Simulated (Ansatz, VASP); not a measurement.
# One calculation of Ta, two programs

```
Ta
1.0
    -3.48570    3.48753    1.41756
     3.48753   -3.48570    1.41756
     1.84661    1.84661   -1.41421
Ta
2
Direct
  0.99999 0.00001 0.00000
  0.75001 0.24999 0.50000
```

Alike in both runs: task single point; functional LDA; k mesh 15 × 15 × 14; occupations fermi-dirac, width 0.1 eV; no spin polarisation.

|  | VASP | Ansatz |
| --- | --- | --- |
| version | VASP 6.6.1 | Ansatz 0.2.0 |
| potentials or method | VASP PAW LDA potentials, release 64 (Ta_pv), cutoff 520 eV | plane waves (420 eV) with PAW, scalar-relativistic |
| valence electrons in the cell | 22 | 26 |

|  | VASP | Ansatz | Ansatz less VASP |
| --- | --- | --- | --- |
| pressure (GPa) | -7.0 | -7.7 | -0.66 |
| traceless stress, the component that is largest in VASP (GPa) | -0.48 | -0.52 | -0.046 |

Ansatz warns that its potentials were made for another functional, while VASP's fit it. LDA's correlation is that of Perdew and Zunger in VASP and of Perdew and Wang (1992) in Ansatz. VASP's potentials hold 22 valence electrons a cell and Ansatz's 26, so a difference there can come from the potentials and not from the codes.

Neither program's run includes spin-orbit coupling.
